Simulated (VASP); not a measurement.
Write the native input for VASP 6.6.1 that does the following.

| Item | Value |
| --- | --- |
| Task | single point |
| Functional | PBE |
| Potentials or basis | VASP PAW PBE potentials, release 64 (Ti_sv, Te, Pt) |
| Cutoff | 520 eV |
| k mesh | 12 × 12 × 8 |
| Occupations | gaussian, width 0.1 eV |
| Spin | collinear spin |
| Starting moments | [0.46, 0.46, 0.0, 0.0, 0.0] μB |
| Dipole correction | no |
| Further INCAR settings | ALGO = Normal; EDIFF = 1e-06; NBANDS = 35 |

The structure of Ti2Te2Pt lies in POSCAR:

```
Ti2Te2Pt
1.0
    4.9909836372      0.0000000000      0.0000000000
   -2.4954918186      4.3223186197      0.0000000000
    0.0000000000      0.0000000000      5.5195129189
Ti Te Pt
2 2 1
Direct
    0.3333333333      0.6666666667      0.5000000000
    0.6666666667      0.3333333333      0.5000000000
    0.3333333333      0.6666666667      0.0000000000
    0.6666666667      0.3333333333      0.0000000000
    0.0000000000      0.0000000000      0.5000000000
```

The cell was built from a structure type or drawn by symmetry, and may not be a known phase.

One way to write it, as run:

INCAR

```
PREC     = Accurate       # precision mode
ENCUT    = 520            # plane-wave cutoff, eV
EDIFF    = 1E-6           # SCF threshold, eV
ISMEAR   = 0              # smearing method
SIGMA    = 0.1            # smearing width, eV
LREAL    = False          # projectors in reciprocal space
LASPH    = True           # aspherical terms in the spheres
NELM     = 150            # most SCF steps
ALGO     = Normal         # electronic algorithm
ISIF     = 2              # what is computed and relaxed
LWAVE    = False          # write WAVECAR
LCHARG   = False          # write CHGCAR
ISPIN    = 2              # spin polarisation
MAGMOM   = 0.46 0.46 0 0 0 # initial moments
LORBIT   = 11             # projections on sites
LMAXMIX  = 4              # l up to which the mixer works
GGA      = PE             # functional
NBANDS   = 35             # bands
```

KPOINTS

```
Automatic mesh
0
Gamma
  12 12 8
```

Potentials or basis: VASP PAW PBE potentials, release 64 (Ti_sv, Te, Pt).

Command:

```bash
$ cat potpaw_PBE.64/Ti_sv/POTCAR potpaw_PBE.64/Te/POTCAR potpaw_PBE.64/Pt/POTCAR > POTCAR
$ mpirun -np 1 vasp_std > vasp.out
```

Results of the run:

```
Pressure                                              : -0.1 GPa
Band gap on the k mesh                                : zero (filled and empty bands overlap)
Net moment                                            : 0.00 μB per cell
Valence electrons inside the program's atomic spheres : Ti 10.18; Te 3.41; Pt 9.07
```

Caveat: spin-orbit coupling is left out, which moves the levels of the heavy elements.

Run time: 25 min on 1 thread of Oxide Virtual Turin-like Processor, with other jobs on the host, peak memory 0.7 GiB.
